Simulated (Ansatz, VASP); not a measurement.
Two plane-wave programs on Si4N

Contents of INCAR:

```
SYSTEM = Si4N
  PREC = Accurate
  ENCUT = 520
  EDIFF = 1E-6
  ISMEAR = 0
  SIGMA = 0.05
  LREAL = .False.
  LASPH = .True.
  NELM = 150
  ALGO = Normal
  ISIF = 2
  LWAVE = .False.
  LCHARG = .False.
  ISPIN = 2
  MAGMOM = 0 0 0 0 3
  LORBIT = 11
  LDIPOL = .True.
  IDIPOL = 3
  DIPOL = 0.5 0.5 0.335
  GGA = PE
  IVDW = 12
  NBANDS = 22
```

The input KPOINTS:

```
regular mesh
0
Gamma
  7 7 1
  0 0 0
```

File POSCAR:

```
Si4N
1.0
    3.8333442755      0.0000000000      0.0000000000
    0.0000000000      3.8333442755      0.0000000000
    0.0000000000      0.0000000000     21.1034818114
Si N
4 1
Direct
    0.0000000000      0.5000000000      0.1895421825
    0.0000000000      0.0000000000      0.2537634269
    0.5000000000      0.0000000000      0.3207061922
    0.5000000000      0.5000000000      0.3839879070
    0.6250000000      0.8750000000      0.5261445439
```

Input for Ansatz:

```yaml
crystal:
  lattice:
    - [3.8333442755, 0.0, 0.0]
    - [0.0, 3.8333442755, 0.0]
    - [0.0, 0.0, 21.1034818114]
  atoms:
    - { symbol: Si, position: [0.0, 0.5, 0.1895421825] }
    - { symbol: Si, position: [0.0, 0.0, 0.2537634269] }
    - { symbol: Si, position: [0.5, 0.0, 0.3207061922] }
    - { symbol: Si, position: [0.5, 0.5, 0.383987907] }
    - { symbol: "N", position: [0.625, 0.875, 0.5261445439], spin: 3.0 }
basis:
  ecutwfc: 420
kpoints:
  mp_grid: { grid: [7, 7, 1] }
hamiltonian:
  xc: pbe
  pseudopotentials: { kind: paw, azcp: { folder: soft_1 } }
  dispersion: d3bj
scf:
  occupations: { method: gaussian, width: 0.05 }
output:
  forces: true
  eigenvalues: true
  populations: true
magnetization:
  spin_polarized: true
efield:
  axis: 3
  dipole_correction: true
  ramp_width: 0.04
```

Alike in both runs: task single point; functional PBE; dispersion D3(BJ); k mesh 7 × 7 × 1; occupations gaussian, width 0.05 eV; collinear spin.

|  | VASP | Ansatz |
| --- | --- | --- |
| version | VASP 6.6.1 | Ansatz 0.2.0 |
| potentials or method | VASP PAW PBE potentials, release 64 (Si, N), cutoff 520 eV | scalar-relativistic, plane waves, PAW |
| valence electrons in the cell | 21 | 21 |

```tsv
	VASP	Ansatz	Ansatz less VASP
gap on the k mesh at the Fermi level (eV)	none	none	-
rms of the force components (eV/Å)	0.080	0.080	+0.0004
net moment per atom (μB)	0.53	0.53	0.000
size of the moment on the site where the two differ most (μB)	1.89	2.75	+0.861
```

Site moments also hang on the region over which each program counts them. Atom by atom the forces differ by 0.002 eV/Å (rms over components). A gap of «none» marks a metal or a gap that the smearing closes.
